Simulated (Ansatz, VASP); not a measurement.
Two plane-wave programs on MgI2

```
Mg I
1.0
    -0.04695    3.75572    3.75572
     3.75572   -0.04695    3.75572
     3.70877    3.70877    0.00000
Mg I
1 2
Direct
  0.00000 0.00000 0.00000
  0.24896 0.24896 0.25104
  0.75104 0.75104 0.74896
```

Change from the starting cell: shear_xy strain -2.5%.

Alike in both runs: task single point; functional PBE; k mesh 6 × 6 × 6; occupations fermi-dirac, width 0.02 eV; no spin polarisation.

|  | VASP | Ansatz |
| --- | --- | --- |
| version | VASP 6.6.1 | Ansatz 0.2.0 |
| potentials or method | VASP PAW PBE potentials, release 64 (Mg, I) | plane waves, PAW |
| plane-wave cutoff (eV) | 520 | 420 |
| valence electrons in the cell | 16 | 44 |

|  | VASP | Ansatz | Ansatz less VASP |
| --- | --- | --- | --- |
| pressure (GPa) | 0.2 | 0.2 | +0.04 |
| traceless stress, the component that is largest in VASP (GPa) | -0.42 | -0.42 | +0.005 |

With one functional, cell and mesh, what is left measures potentials, basis and numerics. VASP's potentials hold 16 valence electrons a cell and Ansatz's 44, so a difference there can come from the potentials and not from the codes.

Spin-orbit coupling is off throughout.
